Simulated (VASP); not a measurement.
# Al (I4/mmm) in VASP: notebook

The runs below take Al through single point, with LDA.

Everything below comes from runs of VASP 6.6.1. Logs are shortened: lines on timing, memory, paths and dates and some standing lists are left out, and cuts for length are marked.

### Step 1. The cell of the first run

The structure is tetragonal, space group I4/mmm (No. 139). Conventional cell: a = 3.572 Å, b = 3.572 Å, c = 2.526 Å, α = 90.00°, β = 90.00°, γ = 90.00°. Al (site symmetry 4/mmm) has 10 Al at 2.53 to 2.82 Å within 3.3 Å.

### Step 2. Single point, LDA

Contents of INCAR:

```
ALGO = Normal
EDIFF = 1E-6
ENCUT = 520
GGA = CA
ISIF = 2
ISMEAR = 0
LASPH = True
LCHARG = False
LREAL = False
LWAVE = False
NBANDS = 8
NELM = 80
PREC = Accurate
SIGMA = 0.15
```

Contents of KPOINTS:

```
k-points
0
Gamma
  24 24 24
```

Contents of POSCAR:

```
Al
1.0
   -1.7861725054      1.7861725054      1.2628239613
    1.7861725054     -1.7861725054      1.2628239613
    1.7861725054      1.7861725054     -1.2628239613
Al
1
Direct
    0.0000000000      0.0000000000      0.0000000000
```

Potentials or basis: VASP PAW LDA potentials, release 64 (Al).

The run is started by

```bash
$ cat potpaw_LDA.64/Al/POTCAR > POTCAR
$ mpirun -np 1 vasp_std > vasp.out
```

OUTCAR:

```text
EDIFF = 1E-6
   ENCUT = 520
   GGA = CA
   ISIF = 2
   ISMEAR = 0
   LASPH = True
   LREAL = False
   NELM = 80
   PREC = Accurate

 ion  position               nearest neighbor table
   1  0.000  0.000  0.000-

  LATTYP: Found a body centered tetragonal cell.
 ALAT       =     3.5723450108
 C/A-ratio  =     0.7070000000

  Lattice vectors:

 A1 = (  -1.7861725054,   1.7861725054,   1.2628239613)
 A2 = (   1.7861725054,  -1.7861725054,   1.2628239613)
 A3 = (   1.7861725054,   1.7861725054,  -1.2628239613)

Analysis of symmetry for initial positions (statically):
=====================================================================
 Subroutine PRICEL returns:
 Original cell was already a primitive cell.

 Routine SETGRP: Setting up the symmetry group for a
 body centered tetragonal supercell.

 Subroutine GETGRP returns: Found 16 space group operations
 (whereof 16 operations were pure point group operations)
 out of a pool of 16 trial point group operations.

The static configuration has the point symmetry D_4h.

Analysis of symmetry for dynamics (positions and initial velocities):
=====================================================================
 Subroutine PRICEL returns:
 Original cell was already a primitive cell.

 Routine SETGRP: Setting up the symmetry group for a
 body centered tetragonal supercell.

 Subroutine GETGRP returns: Found 16 space group operations
 (whereof 16 operations were pure point group operations)
 out of a pool of 16 trial point group operations.

The dynamic configuration has the point symmetry D_4h.

 Subroutine INISYM returns: Found 16 space group operations
 (whereof 16 operations are pure point group operations),
 and found     1 'primitive' translations

----------------------------------------------------------------------------------------

                                     Primitive cell

  volume of cell :      16.1157

  direct lattice vectors                    reciprocal lattice vectors
    -1.786172505  1.786172505  1.262823961     0.000000000  0.279928170  0.395938005
     1.786172505 -1.786172505  1.262823961     0.279928170  0.000000000  0.395938005
     1.786172505  1.786172505 -1.262823961     0.279928170  0.279928170  0.000000000

  length of vectors
     2.824101414  2.824101414  2.824101414     0.484898633  0.484898633  0.395878214

  position of ions in fractional coordinates (direct lattice)
     0.000000000  0.000000000  0.000000000

  ion indices of the primitive-cell ions
   primitive index   ion index
                 1           1

----------------------------------------------------------------------------------------

 KPOINTS: k-points

Automatic generation of k-mesh.
 Grid dimensions read from file:
 generate k-points for:   24   24   24

 Generating k-lattice:

  Cartesian coordinates                     Fractional coordinates (reciprocal lattice)
     0.000000000  0.011663674  0.016497417     0.041666667  0.000000000  0.000000000
     0.011663674  0.000000000  0.016497417     0.000000000  0.041666667  0.000000000
     0.011663674  0.011663674  0.000000000     0.000000000  0.000000000  0.041666667

  Length of vectors
     0.020204110  0.020204110  0.016494926

  Shift w.r.t. Gamma in fractional coordinates (k-lattice)
     0.000000000  0.000000000  0.000000000

 Subroutine IBZKPT returns following result:
 ===========================================

 Found   1063 irreducible k-points:

 Following reciprocal coordinates:
            Coordinates               Weight
  0.000000  0.000000  0.000000      1.000000
  0.041667  0.000000  0.000000      8.000000
  0.083333  0.000000 -0.000000      8.000000
  0.125000  0.000000  0.000000      8.000000
  0.166667 -0.000000  0.000000      8.000000
  0.208333 -0.000000  0.000000      8.000000
[... 16 lines left out ...]
  0.416667  0.041667  0.000000     16.000000
  0.458333  0.041667  0.000000     16.000000
 [... further k-points ...]
   k-points           NKPTS =   1063   k-points in BZ     NKDIM =   1063   number of bands    NBANDS=      8
   number of dos      NEDOS =    301   number of ions     NIONS =      1
   total plane-waves  NPLWV =  13824
   dimension x,y,z NGX =    24 NGY =   24 NGZ =   24
   dimension x,y,z NGXF=    48 NGYF=   48 NGZF=   48
   ions per type =               1
   NGX,Y,Z   is equivalent  to a cutoff of  14.13, 14.13, 14.13 a.u.
   NGXF,Y,Z  is equivalent  to a cutoff of  28.26, 28.26, 28.26 a.u.
 SYSTEM =  unknown system
   PREC   = accura    normal or accurate (medium, high low for compatibility)
   ISTART =      0    job   : 0-new  1-cont  2-samecut
   ICHARG =      2    charge: 1-file 2-atom 10-const
   ISPIN  =      1    spin polarized calculation?
   LNONCOLLINEAR =      F non collinear calculations
   LSORBIT =      F    spin-orbit coupling
   LASPH  =      T    aspherical Exc in radial PAW
   ENCUT  =  520.0 eV  38.22 Ry    6.18 a.u.   5.25  5.25  5.25*2*pi/ulx,y,z
   NELM   =     80;   NELMIN=  2; NELMDL= -5     # of ELM steps
   EDIFF  = 0.1E-05   stopping-criterion for ELM
   LREAL  =      F    real-space projection
   EDIFFG = 0.1E-04   stopping-criterion for IOM
   NSW    =      0    number of steps for IOM
   IBRION =     -1    ionic relax: 0-MD 1-quasi-New 2-CG
   NFREE  =      0    steps in history (QN), initial steepest desc. (CG)
   ISIF   =      2    stress and relaxation
   ISYM   =      2    0-nonsym 1-usesym 2-fastsym
   POTIM  = 0.5000    time-step for ionic-motion
   TEBEG  =    0.0;   TEEND  =   0.0 temperature during run
   PSTRESS=    0.0 pullay stress
   NELECT =       3.0000    total number of electrons
   NUPDOWN=      -1.0000    fix difference up-down
   EMIN   =  10.00;   EMAX   =-10.00  energy-range for DOS
   EFERMI =   0.00;   METHOD = LEGACY
   ISMEAR =     0;   SIGMA  =   0.15  broadening in eV -4-tet -1-fermi 0-gaus
   EFERMI_NEDOS =   21; number of points for ismear=-14 and -15
   IALGO  =     38    algorithm
   IMIX   =      4    mixing-type and parameters
     AMIX     =   0.40;   BMIX     =  1.00
     AMIX_MAG =   1.60;   BMIX_MAG =  1.00
  volume/ion in A,a.u.               =      16.12       108.75
  Fermi-wavevector in a.u.,A,eV,Ry     =   0.934757  1.766435 11.888371  0.873771
  Thomas-Fermi vector in A             =   2.061595
   LORBIT       =      0    0 simple, 1 ext, 2 COOP (PROOUT), +10 PAW based schemes
   GGA     = CA    functional components
   LHFCALC =     F    Hartree Fock is set to
   AEXX    =    0.0000 exact exchange contribution
   IVDW    =     0    specifies the selected vdW correction
   LEPSILON=     F    determine dielectric tensor
   LRPA    =     F    only Hartree local field effects (RPA)
 non-spin polarized calculation
 Gauss-broadening in eV      SIGMA  =   0.15
  energy-cutoff  :      520.00
  volume of cell :       16.12
 maximum number of plane-waves:       457
 NGX is ok and might be reduce to    24
   NGX = 11   NGY = 11   NGZ = 11

 number of electron       3.0000000 magnetization

 Free energy of the ion-electron system (eV)
  ---------------------------------------------------
  ext. energy  EPLUGINS =         0.00000000
  ---------------------------------------------------
  free energy    TOTEN  =        -4.05966129 eV

  energy without entropy =       -4.05467882  energy(sigma->0) =       -4.05717005

 E-fermi :   7.9145     XC(G=0): -10.4024

 val. band max:        7.9121418114   @ k =  -0.2917  -0.4583   0.2083
 cond. band min:       7.9346456673   @ k =  -0.3333   0.3750   0.2917
 fundamental gap:      0.0225038559
 Fermi energy:         7.9145150482

 k-point     1 :       0.0000    0.0000    0.0000
  band No.  band energies     occupation
      1      -3.2710      2.00000
      2      16.7103      0.00000
      3      18.4198      0.00000
      4      18.4198      0.00000
      5      19.6614      0.00000
      6      26.3655      0.00000
      7      26.3655      0.00000
      8      27.5789      0.00000

 k-point     2 :       0.0417    0.0000    0.0000
  band No.  band energies     occupation
      1      -3.2109      2.00000
      2      16.4035      0.00000
      3      18.1021      0.00000
      4      18.8323      0.00000
      5      19.9755      0.00000
      6      25.5826      0.00000
      7      25.7665      0.00000
      8      27.5766      0.00000

 k-point     3 :       0.0833    0.0000   -0.0000
  band No.  band energies     occupation
      1      -3.0307      2.00000
      2      15.8520      0.00000
      3      17.5356      0.00000
      4      19.6983      0.00000
      5      20.4441      0.00000
      6      24.0977      0.00000
      7      24.5502      0.00000
      8      27.3774      0.00000

 k-point     4 :       0.1250    0.0000    0.0000
  band No.  band energies     occupation
      1      -2.7309      2.00000
      2      15.3188      0.00000
      3      16.9529      0.00000
      4      20.3920      0.00000
      5      20.7399      0.00000
      6      22.8709      0.00000
      7      23.2389      0.00000
      8      26.9864      0.00000

 k-point     5 :       0.1667   -0.0000    0.0000
  band No.  band energies     occupation
      1      -2.3126      2.00000
      2      14.8638      0.00000
      3      16.3671      0.00000
      4      19.2557      0.00000
      5      21.5566      0.00000
      6      22.3186      0.00000
      7      22.4724      0.00000
      8      26.5094      0.00000

 k-point     6 :       0.2083   -0.0000    0.0000
  band No.  band energies     occupation
      1      -1.7769      2.00000
      2      14.5036      0.00000
      3      15.6589      0.00000
      4      17.8008      0.00000
      5      20.5937      0.00000
      6      22.1724      0.00000
      7      23.3701      0.00000
      8      26.1759      0.00000

 k-point     7 :       0.2500    0.0000    0.0000
  band No.  band energies     occupation
      1      -1.1257      2.00000
      2      14.2442      0.00000
      3      14.5293      0.00000
      4      16.7736      0.00000
      5      19.4858      0.00000
      6      21.6304      0.00000
      7      24.7648      0.00000
      8      25.9884      0.00000

 k-point     8 :       0.2917    0.0000    0.0000
  band No.  band energies     occupation
      1      -0.3611      2.00000
      2      12.9882      0.00000
      3      14.0882      0.00000
      4      16.2743      0.00000
      5      18.4653      0.00000
      6      20.9615      0.00000
      7      25.8835      0.00000
      8      26.2667      0.00000

 k-point     9 :       0.3333   -0.0000    0.0000
  band No.  band energies     occupation
      1       0.5138      2.00000
      2      11.3345      0.00000
      3      14.0366      0.00000
      4      16.0363      0.00000
      5      17.5481      0.00000
      6      20.2893      0.00000
      7      25.8460      0.00000
      8      27.8470      0.00000

 k-point    10 :       0.3750   -0.0000    0.0000
  band No.  band energies     occupation
      1       1.4940      2.00000
      2       9.7043      0.00000
      3      14.0893      0.00000
      4      15.9310      0.00000
      5      16.7394      0.00000
      6      19.6878      0.00000
      7      25.8716      0.00000
      8      29.2093      0.00000
[... 78 lines left out ...]
 k-point    18 :       0.2083    0.0417    0.0000
  band No.  band energies     occupation
      1      -1.3224      2.00000
      2      14.4394      0.00000
      3      15.4841      0.00000
      4      17.4627      0.00000
      5      19.0941      0.00000
      6      21.4735      0.00000
      7      23.7171      0.00000
      8      25.1845      0.00000

 k-point    19 :       0.2500    0.0417    0.0000
  band No.  band energies     occupation
      1      -0.5956      2.00000
      2      13.5364      0.00000
      3      14.5611      0.00000
      4      16.9623      0.00000
      5      18.0933      0.00000
      6      20.9484      0.00000
      7      24.8197      0.00000
      8      25.2634      0.00000

 k-point    20 :       0.2917    0.0417    0.0000
  band No.  band energies     occupation
      1       0.2425      2.00000
      2      11.9320      0.00000
      3      14.3608      0.00000
      4      16.5790      0.00000
      5      17.2795      0.00000
      6      20.3282      0.00000
      7      24.8651      0.00000
      8      26.6810      0.00000

 k-point    21 :       0.3333    0.0417    0.0000
  band No.  band energies     occupation
      1       1.1877      2.00000
      2      10.2825      0.00000
      3      14.3334      0.00000
      4      16.0490      0.00000
      5      16.8250      0.00000
      6      19.7590      0.00000
      7      24.9071      0.00000
      8      28.2875      0.00000

 k-point    22 :       0.3750    0.0417    0.0000
  band No.  band energies     occupation
      1       2.2325      2.00000
      2       8.6953      0.00000
      3      14.3885      0.00000
      4      15.4515      0.00000
      5      16.6258      0.00000
      6      19.3221      0.00000
      7      25.0327      0.00000
      8      29.7020      0.00000

 k-point    23 :       0.4167    0.0417    0.0000
  band No.  band energies     occupation
      1       3.3547      2.00000
      2       7.2152      2.00000
      3      14.3789      0.00000
      4      15.0792      0.00000
      5      16.4856      0.00000
      6      19.0765      0.00000
      7      25.2405      0.00000
      8      29.1905      0.00000

 k-point    24 :       0.4583    0.0417    0.0000
  band No.  band energies     occupation
      1       4.3965      2.00000
      2       6.0080      2.00000
      3      14.0839      0.00000
      4      15.1817      0.00000
      5      16.3508      0.00000
      6      19.0530      0.00000
      7      25.5194      0.00000
      8      28.7707      0.00000

 [... further k-points ...]
[... 5 lines left out ...]
  --------------------------------------------------------------------------------------
  -------------------------------------------------------------------------------------
  Total       -0.1109665     -0.1109665      1.4527399      0.0000000      0.0000000      0.0000000
  in kB      -11.0319598    -11.0319598    144.4271536      0.0000000      0.0000000      0.0000000
  external PRESSURE =      40.7877447 kB  Pullay stress =       0.0000000 kB

 VOLUME and BASIS-vectors are now :
 -----------------------------------------------------------------------------
  energy-cutoff  :      520.00
  volume of cell :       16.12
      direct lattice vectors                 reciprocal lattice vectors
    -1.786172505  1.786172505  1.262823961     0.000000000  0.279928170  0.395938005
     1.786172505 -1.786172505  1.262823961     0.279928170  0.000000000  0.395938005
     1.786172505  1.786172505 -1.262823961     0.279928170  0.279928170  0.000000000

 POSITION                                       TOTAL-FORCE (eV/Angst)
 -----------------------------------------------------------------------------------
      0.00000      0.00000      0.00000        -0.000000      0.000000      0.000000
 -----------------------------------------------------------------------------------
    total drift:                                0.000000      0.000000      0.000000

  FREE ENERGIE OF THE ION-ELECTRON SYSTEM (eV)
  ---------------------------------------------------
  free  energy   TOTEN  =        -4.0596612860 eV

  energy  without entropy=       -4.0546788230  energy(sigma->0) =       -4.05717005
```

Wall time 32 s (1 thread of Intel Xeon 6975P-C (Granite Rapids), shared host); peak memory 0.22 GiB.

What came out:

- Free energy: -4.0597 eV
- Pressure: 4.1 GPa
- Band gap on the k mesh: zero (an odd number of electrons rules out a gap without spin polarisation)

Stress tensor (GPa, compression positive):
```
-1.10  0.00  0.00
 0.00 -1.10  0.00
 0.00  0.00 14.44
```

Caveat: the cell stands under pressure.

### Step 3. Single point, LDA

Contents of INCAR:

```
SYSTEM = Al
PREC = Accurate
ENCUT = 520
EDIFF = 1E-6
ISMEAR = 0
SIGMA = 0.15
LREAL = .False.
LASPH = .True.
NELM = 80
ALGO = Normal
ISIF = 2
LWAVE = .False.
LCHARG = .True.
LELF = .True.
LVHAR = .True.
NBANDS = 8
```

Contents of KPOINTS:

```
Automatic mesh
0
Gamma
  24 24 24
  0 0 0
```

Contents of POSCAR:

```
Al
1.0
   -1.6797973663      1.6797973663      1.4278277614
    1.6797973663     -1.6797973663      1.4278277614
    1.6797973663      1.6797973663     -1.4278277614
Al
1
Direct
    0.0000000000      0.0000000000      0.0000000000
```

Potentials or basis: VASP PAW LDA potentials, release 64 (Al).

The run is started by

```bash
$ cat potpaw_LDA.64/Al/POTCAR > POTCAR
$ mpirun -np 1 vasp_std > vasp.out
```

It took 31 s on 1 thread of Intel Xeon 6975P-C (Granite Rapids), shared host; peak memory 0.22 GiB.

It converged, with:

```yaml
Free_energy: -4.1138 eV
Pressure: 0.6 GPa
Band_gap_on_the_k_mesh: zero (an odd number of electrons rules out a gap without spin polarisation)
```

Stress tensor (GPa, compression positive):
```
 1.20  0.00  0.00
 0.00  1.20  0.00
 0.00  0.00 -0.47
```

Levels at points of the mesh, in eV from the Fermi level:
```
           k point  band 1  band 2  band 3  band 4  band 5  band 6
(0.00, 0.00, 0.00)  -11.25   10.99   13.19   13.19   14.15   15.11
(0.50, 0.00, 0.00)   -4.02   -3.24    7.38    7.45    8.89   11.07
(0.50, 0.50, 0.00)   -4.88   -4.83   10.77   11.08   12.59   13.06
(0.50, 0.50, 0.50)    0.49    0.49    2.16    2.24    5.36    7.67
```

### Step 4. Single point, LDA

Contents of INCAR:

```
PREC = Accurate
ENCUT = 520
EDIFF = 1E-6
ISMEAR = 0
SIGMA = 0.15
LREAL = False
LASPH = True
NELM = 60
ALGO = Fast
ISIF = 2
LWAVE = False
LCHARG = False
GGA = CA
NBANDS = 8
```

Contents of KPOINTS:

```
Automatic mesh
0
Gamma
  24 24 24
```

Contents of POSCAR:

```
Al
1.0
   -1.4973941171      1.4973941171      1.7968729405
    1.4973941171     -1.4973941171      1.7968729405
    1.4973941171      1.4973941171     -1.7968729405
Al
1
Direct
    0.0000000000      0.0000000000      0.0000000000
```

The run is started by

```bash
$ cat potpaw_LDA.64/Al/POTCAR > POTCAR
$ mpirun -np 1 vasp_std > vasp.out
```

Run time: 34 s. Hardware: 1 thread of Intel Xeon 6975P-C (Granite Rapids), shared host; peak memory 0.22 GiB.

The run converged. Its results:

- Free energy: -4.1467 eV
- Pressure: -0.2 GPa
- Band gap on the k mesh: zero (an odd number of electrons rules out a gap without spin polarisation)

Stress tensor (GPa, compression positive):
```
-2.84  0.00  0.00
 0.00 -2.84  0.00
 0.00  0.00  4.98
```

Levels at points of the mesh, in eV from the Fermi level:
```
           k point  band 1  band 2  band 3  band 4  band 5  band 6
(0.00, 0.00, 0.00)  -11.22   12.54   12.54   14.12   14.22   14.59
(0.50, 0.00, 0.00)   -4.54   -4.27    9.72    9.88   11.62   12.22
(0.50, 0.50, 0.00)   -3.65   -2.69    6.34    6.47    7.51   10.30
(0.50, 0.50, 0.50)   -1.01    0.78    3.77    3.77    4.17    7.23
```

### Step 5. Overview

```csv
cell,gap on the mesh (eV),pressure (GPa)
"a = 2.824 Å, angles 101.5, 101.5, 126.9°, 1 atom",none,4.1
"a = 2.772 Å, angles 105.4, 105.4, 118.0°, 1 atom",none,0.6
"a = 2.777 Å, angles 114.7, 114.7, 99.4°, 1 atom",none,-0.2
```

Alike in all rows: task single point; level LDA; potentials or basis VASP PAW LDA potentials, release 64 (Al); no spin polarisation; k mesh 24 × 24 × 24; cutoff (eV) 520; smearing gaussian 0.15 eV.

Caveats: the cell stands under pressure (at least some runs).

Total energies depend on the potentials used, so only differences within one code and one set of settings carry meaning.
